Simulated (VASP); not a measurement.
Input of a VASP 6.6.1 run:

INCAR

```
  PREC = Accurate
  ENCUT = 520
  EDIFF = 1E-8
  ISMEAR = -1
  SIGMA = 0.01
  LREAL = F
  LASPH = T
  NELM = 60
  ALGO = Normal
  ISIF = 2
  LWAVE = F
  LCHARG = F
  GGA = CA
  LEFG = T
  NBANDS = 16
```

Contents of KPOINTS:

```
Automatic mesh
0
Gamma
  8 8 8
```

File POSCAR:

```
YS
1.0
    0.0000000000      2.7065691031      2.7065691031
    2.7065691031      0.0000000000      2.7065691031
    2.7065691031      2.7065691031      0.0000000000
Y S
1 1
Direct
    0.5000000000      0.5000000000      0.5000000000
    0.0000000000      0.0000000000      0.0000000000
```

Potentials or basis: VASP PAW LDA potentials, release 64 (Y_sv, S).

Run with:

```sh
$ cat potpaw_LDA.64/Y_sv/POTCAR potpaw_LDA.64/S/POTCAR > POTCAR
$ mpirun -np 1 vasp_std > vasp.out
```

(1) Estimate the band gap on the k mesh.

(2) Estimate the pressure.

Answers

(1) zero (an odd number of electrons rules out a gap without spin polarisation).

(2) 0.4 GPa.
